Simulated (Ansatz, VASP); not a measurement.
**Re in VASP and in Ansatz**

File INCAR:

```
ALGO = Normal
EDIFF = 1E-6
ENCUT = 520
GGA = PE
ISIF = 2
ISMEAR = 0
LASPH = True
LCHARG = False
LREAL = False
LWAVE = False
NBANDS = 10
NELM = 100
PREC = Accurate
SIGMA = 0.15
```

KPOINTS

```
k-points
0
Gamma
  10 10 10
```

Contents of POSCAR:

```
Re
1.0
    0.0000000000      1.9577236186      2.1192358171
    1.9577236186      0.0000000000      2.1192358171
    1.9577236186      1.9577236186      0.0000000000
Re
1
Direct
    0.0000000000      0.0000000000      0.0000000000
```

Input for Ansatz:

```yaml
crystal:
  lattice:
    - [0.0, 1.9577236186, 2.1192358171]
    - [1.9577236186, 0.0, 2.1192358171]
    - [1.9577236186, 1.9577236186, 0.0]
  atoms:
    - { symbol: Re, position: [0.0, 0.0, 0.0] }
basis:
  ecutwfc: 420
kpoints:
  mp_grid: { grid: [10, 10, 10] }
hamiltonian:
  xc: pbe
scf:
  occupations: { method: gaussian, width: 0.15 }
output:
  forces: true
  stress: true
  eigenvalues: true
```

Change from the starting cell: normal strain along x +0.0000, normal strain along z +0.0825.

Alike in both runs: task single point; functional PBE; k mesh 10 × 10 × 10; occupations gaussian, width 0.15 eV; no spin polarisation.

|  | VASP | Ansatz |
| --- | --- | --- |
| version | VASP 6.6.1 | Ansatz 0.2.0 |
| potentials or method | VASP PAW PBE potentials, release 64 (Re), cutoff 520 eV | scalar-relativistic, plane waves, PAW |
| valence electrons in the cell | 7 | 15 |

VASP gave:

| Quantity | Value |
| --- | --- |
| gap on the k mesh at the Fermi level (eV) | none |
| pressure (GPa) | -24.2 |
| traceless stress, the component that is largest in VASP (GPa) | -13.17 |

Task: What did Ansatz give for the same quantities?

Result: gap on the k mesh at the Fermi level (eV): none; pressure (GPa): -23.4; traceless stress, the component that is largest in VASP (GPa): -13.25.

A gap of «none» marks a metal or a gap that the smearing closes. With one functional, cell and mesh, what is left measures potentials, basis and numerics. VASP's potentials hold 7 valence electrons a cell and Ansatz's 15, so a difference there can come from the potentials and not from the codes.

Neither program's run includes spin-orbit coupling.
